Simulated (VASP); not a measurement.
Write the native input for VASP 6.6.1 that does the following.

```
Task                   : single point
Functional             : PBEsol
Potentials or basis    : VASP PAW PBE potentials, release 64 (La, Lu, Sb)
Cutoff                 : 520 eV
k mesh                 : 6 × 6 × 2
Occupations            : fermi-dirac, width 0.05 eV
Spin                   : no spin polarisation
Dipole correction      : no
Further INCAR settings : ALGO = Normal; EDIFF = 1e-06; NBANDS = 40
```

The structure of La2LuSb3 lies in POSCAR:

```
La2LuSb3
1.0
    5.0643727160     -0.0002090157      0.0000197994
   -2.5323676405      4.3858911315     -0.0000096619
    0.0000035887      0.0000707925      7.9059968800
La Lu Sb
2 1 3
Direct
    0.6910037484      0.3447049010      0.2718141611
    0.6909820729      0.3447085844      0.7248810803
    0.0243202393      0.0113736515      0.0125173882
    0.0243287793      0.0113737788      0.4831713294
    0.3576352153      0.6780461000     -0.0158319185
    0.3576456378      0.6780471526      0.4958049029
```

The input as run:

INCAR

```
SYSTEM = La2LuSb3
PREC = Accurate ; ENCUT = 520
EDIFF = 1E-6 ; ISMEAR = -1
SIGMA = 0.05 ; LREAL = .FALSE.
LASPH = .TRUE. ; NELM = 80
ALGO = Normal ; ISIF = 2
LWAVE = .FALSE. ; LCHARG = .FALSE.
GGA = PS ; NBANDS = 40
```

KPOINTS

```
regular mesh
0
G
  6 6 2
  0 0 0
```

Potentials or basis: VASP PAW PBE potentials, release 64 (La, Lu, Sb).

Launch:

```sh
$ cat potpaw_PBE.64/La/POTCAR potpaw_PBE.64/Lu/POTCAR potpaw_PBE.64/Sb/POTCAR > POTCAR
$ mpirun -np 1 vasp_std > vasp.out
```

It gave:

The pressure is 0.1 GPa, the largest force is 0.004 eV/Å and the band gap on the k mesh is zero (bands 31 and 32 overlap by 0.76 eV).

Caveat: the k points lie up to 0.40 Å⁻¹ apart, too coarse for converged energies and pressures of a metal; the PAW data sets were made with another functional, which shifts forces and pressure a little; spin-orbit coupling is left out, which moves the levels of the heavy elements.

It took 10 min on 1 thread of Intel(R) Xeon(R) Platinum 8488C (Sapphire Rapids) (shared host), peak memory 0.51 GiB.
